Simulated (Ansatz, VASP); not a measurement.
**TiAl in VASP and in Ansatz**

The input POSCAR:

```
TiAl
1.0
    3.2001180175      0.0000000000      0.0000000000
    0.0000000000      3.2001180175      0.0000000000
    0.0000000000      0.0000000000      3.2001180175
Ti Al
1 1
Direct
    0.0000000000      0.0000000000      0.0000000000
    0.5000000000      0.5000000000      0.5000000000
```

INCAR.step1

```
ALGO = Normal ; EDIFF = 1E-4
ENCUT = 520 ; GGA = PE
ISMEAR = -1 ; LASPH = T
LCHARG = F ; LREAL = F
LWAVE = T ; NBANDS = 14
NELM = 60 ; PREC = Accurate
SIGMA = 0.05
```

Contents of INCAR.step2:

```
ALGO = Normal ; EDIFF = 1E-7
ENCUT = 520 ; ISIF = 2
ISMEAR = -1 ; ISTART = 1
LASPH = T ; LCHARG = F
LMIXTAU = T ; LREAL = F
LWAVE = F ; METAGGA = R2SCAN
NBANDS = 14 ; NELM = 60
PREC = Accurate ; SIGMA = 0.05
```

Contents of KPOINTS:

```
k-points
0
Gamma
  8 8 8
```

File input.yaml:

```yaml
crystal:
  lattice:
    - [3.2001180175, 0.0, 0.0]
    - [0.0, 3.2001180175, 0.0]
    - [0.0, 0.0, 3.2001180175]
  atoms:
    - { symbol: Ti, position: [0.0, 0.0, 0.0] }
    - { symbol: Al, position: [0.5, 0.5, 0.5] }
hamiltonian:
  xc: r2scan
  pseudopotentials: { kind: paw }
kpoints:
  mp_grid: { grid: [8, 8, 8] }
scf:
  occupations: { method: fermi_dirac, width: 0.05 }
output:
  forces: true
  stress: true
  eigenvalues: true
```

Alike in both runs: task single point; functional r2SCAN; k mesh 8 × 8 × 8; occupations fermi-dirac, width 0.05 eV; no spin polarisation.

|  | VASP | Ansatz |
| --- | --- | --- |
| version | VASP 6.6.1 | Ansatz 0.2.0 |
| potentials or method | VASP PAW PBE potentials, release 64 (Ti_sv, Al) | Ansatz PAW |
| plane-wave cutoff (eV) | 520 | 500 |
| valence electrons in the cell | 15 | 15 |

```csv
,VASP,Ansatz,Ansatz less VASP
gap on the k mesh at the Fermi level (eV),none,none,-
pressure (GPa),-2.8,-2.9,-0.14
```

VASP's potentials were made for PBE, not for r2SCAN. A gap of «none» marks a metal or a gap that the smearing closes. With one functional, cell and mesh, what is left measures potentials, basis and numerics.
